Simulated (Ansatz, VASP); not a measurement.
## One calculation of Ru2Rh, two programs

```
CELL_PARAMETERS angstrom
2.72519 0.00000 0.00000
-1.36260 2.36009 0.00000
0.00000 0.00000 12.96755
ATOMIC_POSITIONS crystal
Ru 0.33333 0.66667 0.58045
Ru 0.66667 0.33333 0.08045
Ru 0.33333 0.66667 0.91955
Ru 0.66667 0.33333 0.41955
Rh 0.33333 0.66667 0.25000
Rh 0.66667 0.33333 0.75000
```

Alike in both runs: functional PBE; k mesh 18 × 18 × 4; occupations fermi-dirac, width 0.15 eV; no spin polarisation.

Ansatz relaxed the structure, and its values are those at the end. VASP's run is a single point on that final structure, the one shown.

```csv
,VASP,Ansatz
version,VASP 6.6.1,Ansatz 0.2.0
potentials or method,"VASP PAW PBE potentials, release 64 (Ru_pv, Rh_pv), cutoff 520 eV","scalar-relativistic, plane waves, PAW"
valence electrons in the cell,86,98
```

```csv
,VASP,Ansatz,Ansatz less VASP
gap on the k mesh at the Fermi level (eV),none,none,-
pressure (GPa),0.0,0.0,+0.04
rms of the force components (eV/Å),0.004,0.000,-0.0037
```

A gap of «none» marks a metal or a gap that the smearing closes. VASP's potentials hold 86 valence electrons a cell and Ansatz's 98, so a difference there can come from the potentials and not from the codes.
